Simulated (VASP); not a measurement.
# Si (Fd-3m) in VASP: single point with HSE06

Aim: the single point of Si with HSE06.

All numbers are computed with VASP 6.6.1; they aren't measurements. Logs are shortened: lines on timing, memory, paths and dates and some standing lists are left out, and cuts for length are marked.

## 1. The cell of the first run

Symmetry: Fd-3m, No. 227, cubic system. Conventional cell: a = 5.431 Å, b = 5.431 Å, c = 5.431 Å, α = 90.00°, β = 90.00°, γ = 90.00°. Si (site symmetry -43m) has 4 Si at 2.35 Å within 3.1 Å.

## 2. Single point, HSE06

The input, POSCAR:

```
Si
1.0
    5.4310000000      0.0000000000      0.0000000000
    0.0000000000      5.4310000000      0.0000000000
    0.0000000000      0.0000000000      5.4310000000
Si
8
Direct
    0.0000000000      0.0000000000      0.0000000000
    0.0000000000      0.5000000000      0.5000000000
    0.5000000000      0.0000000000      0.5000000000
    0.5000000000      0.5000000000      0.0000000000
    0.2500000000      0.2500000000      0.2500000000
    0.2500000000      0.7500000000      0.7500000000
    0.7500000000      0.2500000000      0.7500000000
    0.7500000000      0.7500000000      0.2500000000
```

The input, INCAR.step1:

```
PREC     = Accurate       # precision mode
ENCUT    = 400            # plane-wave cutoff, eV
EDIFF    = 1E-5           # SCF threshold, eV
ISMEAR   = 0              # smearing method
SIGMA    = 0.01           # smearing width, eV
LREAL    = F              # projectors in reciprocal space
LASPH    = T              # aspherical terms in the spheres
NELM     = 120            # most SCF steps
ALGO     = Normal         # electronic algorithm
ISIF     = 2              # what is computed and relaxed
LWAVE    = T              # write WAVECAR
LCHARG   = F              # write CHGCAR
NBANDS   = 26             # bands
GGA      = PE             # functional
GGA_COMPAT= F
```

The input, INCAR.step2:

```
PREC     = Accurate       # precision mode
ENCUT    = 400            # plane-wave cutoff, eV
EDIFF    = 1E-6           # SCF threshold, eV
ISMEAR   = 0              # smearing method
SIGMA    = 0.01           # smearing width, eV
LREAL    = F              # projectors in reciprocal space
LASPH    = T              # aspherical terms in the spheres
NELM     = 120            # most SCF steps
ALGO     = Normal         # electronic algorithm
ISIF     = 2              # what is computed and relaxed
LWAVE    = F              # write WAVECAR
LCHARG   = F              # write CHGCAR
GGA      = PE             # functional
LHFCALC  = T              # exact exchange
HFSCREEN = 0.2079         # screening, 1/A
PRECFOCK = Normal       
NBANDS   = 26             # bands
ISTART   = 1            
GGA_COMPAT= F
```

The input, KPOINTS:

```
regular mesh
0
Gamma
  1 1 1
```

Potentials or basis: VASP PAW PBE potentials, release 64 (Si).

Started as:

```console
> cat potpaw_PBE.64/Si/POTCAR > POTCAR
> cp INCAR.step1 INCAR
> mpirun -np 1 vasp_gam > vasp.out
> cp INCAR.step2 INCAR
> mpirun -np 1 vasp_gam > vasp.out
```

OUTCAR:

```text
PREC = Accurate
   ENCUT = 400
   EDIFF = 1E-6
   ISMEAR = 0
   LREAL = F
   LASPH = T
   NELM = 120
   ISIF = 2
   GGA = PE
   LHFCALC = T
   HFSCREEN = 0.2079
   PRECFOCK = Normal
   ISTART = 1

 ion  position               nearest neighbor table
   1  0.000  0.000  0.000-   5 2.35   6 2.35   7 2.35   8 2.35
   2  0.000  0.500  0.500-   5 2.35   6 2.35   7 2.35   8 2.35
   3  0.500  0.000  0.500-   5 2.35   6 2.35   7 2.35   8 2.35
   4  0.500  0.500  0.000-   5 2.35   6 2.35   7 2.35   8 2.35
   5  0.250  0.250  0.250-   1 2.35   2 2.35   3 2.35   4 2.35
   6  0.250  0.750  0.750-   1 2.35   2 2.35   3 2.35   4 2.35
   7  0.750  0.250  0.750-   1 2.35   2 2.35   3 2.35   4 2.35
   8  0.750  0.750  0.250-   1 2.35   2 2.35   3 2.35   4 2.35

  LATTYP: Found a simple cubic cell.
 ALAT       =     5.4310000000

  Lattice vectors:

 A1 = (   5.4310000000,   0.0000000000,   0.0000000000)
 A2 = (   0.0000000000,   5.4310000000,   0.0000000000)
 A3 = (   0.0000000000,   0.0000000000,   5.4310000000)

Analysis of symmetry for initial positions (statically):
=====================================================================
 Subroutine PRICEL returns following result:

  LATTYP: Found a face centered cubic cell.
 ALAT       =     5.4310000000

  Lattice vectors:

 A1 = (   2.7155000000,  -2.7155000000,   0.0000000000)
 A2 = (   2.7155000000,   0.0000000000,   2.7155000000)
 A3 = (   0.0000000000,  -2.7155000000,   2.7155000000)

   4 primitive cells build up your supercell.

 Routine SETGRP: Setting up the symmetry group for a
 simple cubic supercell.

 Subroutine GETGRP returns: Found 48 space group operations
 (whereof 24 operations were pure point group operations)
 out of a pool of 48 trial point group operations.

The static configuration has the point symmetry T_d .
 The point group associated with its full space group is O_h .

Analysis of symmetry for dynamics (positions and initial velocities):
=====================================================================
 Subroutine PRICEL returns following result:

  LATTYP: Found a face centered cubic cell.
 ALAT       =     5.4310000000

  Lattice vectors:

 A1 = (   2.7155000000,  -2.7155000000,   0.0000000000)
 A2 = (   2.7155000000,   0.0000000000,   2.7155000000)
 A3 = (   0.0000000000,  -2.7155000000,   2.7155000000)

   4 primitive cells build up your supercell.

 Routine SETGRP: Setting up the symmetry group for a
 simple cubic supercell.

 Subroutine GETGRP returns: Found 48 space group operations
 (whereof 24 operations were pure point group operations)
 out of a pool of 48 trial point group operations.

The dynamic configuration has the point symmetry T_d .
 The point group associated with its full space group is O_h .

 Subroutine INISYM returns: Found 48 space group operations
 (whereof 24 operations are pure point group operations),
 and found     4 'primitive' translations

----------------------------------------------------------------------------------------

                                     Primitive cell

  volume of cell :      40.0479

  direct lattice vectors                    reciprocal lattice vectors
     2.715500000 -2.715500000  0.000000000     0.184128153 -0.184128153 -0.184128153
     2.715500000  0.000000000  2.715500000     0.184128153  0.184128153  0.184128153
     0.000000000 -2.715500000  2.715500000    -0.184128153 -0.184128153  0.184128153

  length of vectors
     3.840296929  3.840296929  3.840296929     0.318919316  0.318919316  0.318919316

  position of ions in fractional coordinates (direct lattice)
     0.000000000  0.000000000  0.000000000
     0.750000000  0.750000000  0.750000000

  ion indices of the primitive-cell ions
   primitive index   ion index
                 1           1
                 2           5

----------------------------------------------------------------------------------------

 KPOINTS: regular mesh

Automatic generation of k-mesh.
 Grid dimensions read from file:
 generate k-points for:    1    1    1

 Generating k-lattice:

  Cartesian coordinates                     Fractional coordinates (reciprocal lattice)
     0.184128153  0.000000000  0.000000000     1.000000000  0.000000000  0.000000000
     0.000000000  0.184128153  0.000000000     0.000000000  1.000000000  0.000000000
     0.000000000  0.000000000  0.184128153     0.000000000  0.000000000  1.000000000

  Length of vectors
     0.184128153  0.184128153  0.184128153

  Shift w.r.t. Gamma in fractional coordinates (k-lattice)
     0.000000000  0.000000000  0.000000000

 Subroutine IBZKPT returns following result:
 ===========================================

 Found      1 irreducible k-points:

 Following reciprocal coordinates:
            Coordinates               Weight
  0.000000  0.000000  0.000000      1.000000
   k-points           NKPTS =      1   k-points in BZ     NKDIM =      1   number of bands    NBANDS=     26
   number of dos      NEDOS =    301   number of ions     NIONS =      8
   total plane-waves  NPLWV =  46656
   dimension x,y,z NGX =    36 NGY =   36 NGZ =   36
   dimension x,y,z NGXF=    72 NGYF=   72 NGZF=   72
   ions per type =               8
   NGX,Y,Z   is equivalent  to a cutoff of  11.02, 11.02, 11.02 a.u.
   NGXF,Y,Z  is equivalent  to a cutoff of  22.04, 22.04, 22.04 a.u.
 SYSTEM =  unknown system
   PREC   = accura    normal or accurate (medium, high low for compatibility)
   ISTART =      1    job   : 0-new  1-cont  2-samecut
   ICHARG =      0    charge: 1-file 2-atom 10-const
   ISPIN  =      1    spin polarized calculation?
   LNONCOLLINEAR =      F non collinear calculations
   LSORBIT =      F    spin-orbit coupling
   LASPH  =      T    aspherical Exc in radial PAW
   ENCUT  =  400.0 eV  29.40 Ry    5.42 a.u.   8.86  8.86  8.86*2*pi/ulx,y,z
   NELM   =    120;   NELMIN=  2; NELMDL=  0     # of ELM steps
   EDIFF  = 0.1E-05   stopping-criterion for ELM
   LREAL  =      F    real-space projection
   EDIFFG = 0.1E-04   stopping-criterion for IOM
   NSW    =      0    number of steps for IOM
   IBRION =     -1    ionic relax: 0-MD 1-quasi-New 2-CG
   NFREE  =      0    steps in history (QN), initial steepest desc. (CG)
   ISIF   =      2    stress and relaxation
   ISYM   =      3    0-nonsym 1-usesym 2-fastsym
   POTIM  = 0.5000    time-step for ionic-motion
   TEBEG  =    0.0;   TEEND  =   0.0 temperature during run
   PSTRESS=    0.0 pullay stress
   NELECT =      32.0000    total number of electrons
   NUPDOWN=      -1.0000    fix difference up-down
   EMIN   =  10.00;   EMAX   =-10.00  energy-range for DOS
   EFERMI =   0.00;   METHOD = LEGACY
   ISMEAR =     0;   SIGMA  =   0.01  broadening in eV -4-tet -1-fermi 0-gaus
   EFERMI_NEDOS =   21; number of points for ismear=-14 and -15
   IALGO  =     38    algorithm
   IMIX   =      1    mixing-type and parameters
     AMIX     =   0.40;   BMIX     =  1.00
     AMIX_MAG =   1.60;   BMIX_MAG =  1.00
  volume/ion in A,a.u.               =      20.02       135.13
  Fermi-wavevector in a.u.,A,eV,Ry     =   0.956999  1.808467 12.460868  0.915848
  Thomas-Fermi vector in A             =   2.085978
   LORBIT       =      0    0 simple, 1 ext, 2 COOP (PROOUT), +10 PAW based schemes
   GGA     = PE    functional components
   LHFCALC =     T    Hartree Fock is set to
   PRECFOCK=normal    Normal, Fast or Accurate (Low or Medium for compatibility)
   ENCUT4O =  -1.0   cutoff for four orbital integrals eV
   NKREDX  =     1    reduce k-point grid by
   NKREDY  =     1    reduce k-point grid by
   NKREDZ  =     1    reduce k-point grid by
   AEXX    =    0.2500 exact exchange contribution
   HFSCREEN=    0.2079 screening length (either q_TF or 0.3 A-1)
   HFSCREENC=   0.2079 screening length for correlation (either q_TF or 0.3 A-1)
   ENCUTFOCK=  -1.0 apply spherical cutoff to Coloumb kernel
   IVDW    =     0    specifies the selected vdW correction
   LEPSILON=     F    determine dielectric tensor
   LRPA    =     F    only Hartree local field effects (RPA)
 non-spin polarized calculation
 Gauss-broadening in eV      SIGMA  =   0.01
  energy-cutoff  :      400.00
  volume of cell :      160.19
 maximum number of plane-waves:      1473
 NGX is ok and might be reduce to    36
  NGX = 28; NGY = 28; NGZ = 28

 number of electron      31.9999993 magnetization

 Free energy of the ion-electron system (eV)
  ---------------------------------------------------
  ext. energy  EPLUGINS =         0.00000000
  ---------------------------------------------------
  free energy    TOTEN  =       -41.68442568 eV

  energy without entropy =      -41.68442568  energy(sigma->0) =      -41.68442568

 E-fermi :   5.4974     XC(G=0):  -7.6650

 val. band max:        5.4257332754   @ k =   0.0000   0.0000   0.0000
 cond. band min:       7.1922404696   @ k =   0.0000   0.0000   0.0000
 fundamental gap:      1.7665071942
 Fermi energy:         5.4974335361

 k-point     1 :       0.0000    0.0000    0.0000
  band No.  band energies     occupation
      1      -7.4947      2.00000
      2      -2.9369      2.00000
      3      -2.9369      2.00000
      4      -2.9369      2.00000
      5      -2.9369      2.00000
      6      -2.9369      2.00000
[... 18 lines left out ...]
     25       9.1411      0.00000
     26      10.3455      0.00000

------------------------ aborting loop because EDIFF is reached ----------------------------------------

  FORCE on cell =-STRESS in cart. coord.  units (eV):
  Direction    XX          YY          ZZ          XY          YZ          ZX
  --------------------------------------------------------------------------------------
  -------------------------------------------------------------------------------------
  Total        8.2448236      8.2448236      8.2448236     -0.0000000     -0.0000000     -0.0000000
  in kB       82.4617492     82.4617492     82.4617492     -0.0000000     -0.0000000     -0.0000000
  external PRESSURE =      82.4617492 kB  Pullay stress =       0.0000000 kB

 VOLUME and BASIS-vectors are now :
 -----------------------------------------------------------------------------
  energy-cutoff  :      400.00
  volume of cell :      160.19
      direct lattice vectors                 reciprocal lattice vectors
     5.431000000  0.000000000  0.000000000     0.184128153  0.000000000  0.000000000
     0.000000000  5.431000000  0.000000000     0.000000000  0.184128153  0.000000000
     0.000000000  0.000000000  5.431000000     0.000000000  0.000000000  0.184128153

 POSITION                                       TOTAL-FORCE (eV/Angst)
 -----------------------------------------------------------------------------------
      0.00000      0.00000      0.00000         0.000000      0.000000      0.000000
      0.00000      2.71550      2.71550         0.000000      0.000000      0.000000
      2.71550      0.00000      2.71550        -0.000000      0.000000      0.000000
      2.71550      2.71550      0.00000         0.000000     -0.000000      0.000000
      1.35775      1.35775      1.35775         0.000000     -0.000000     -0.000000
      1.35775      4.07325      4.07325        -0.000000      0.000000     -0.000000
      4.07325      1.35775      4.07325        -0.000000     -0.000000     -0.000000
      4.07325      4.07325      1.35775         0.000000     -0.000000     -0.000000
 -----------------------------------------------------------------------------------
    total drift:                               -0.000005      0.000000      0.000000

  FREE ENERGIE OF THE ION-ELECTRON SYSTEM (eV)
  ---------------------------------------------------
  free  energy   TOTEN  =       -41.6844256809 eV

  energy  without entropy=      -41.6844256809  energy(sigma->0) =      -41.68442568
```

Wall time 20 s (1 thread of Intel Xeon Platinum 8559C (Emerald Rapids), shared host); peak memory 0.29 GiB.

What came out:

```
Free energy            : -41.6844 eV
Pressure               : 8.2 GPa
Band gap on the k mesh : 1.77 eV
```

Caveat: the k points lie up to 1.16 Å⁻¹ apart; the PAW data sets were made with another functional, which shifts forces and pressure a little.
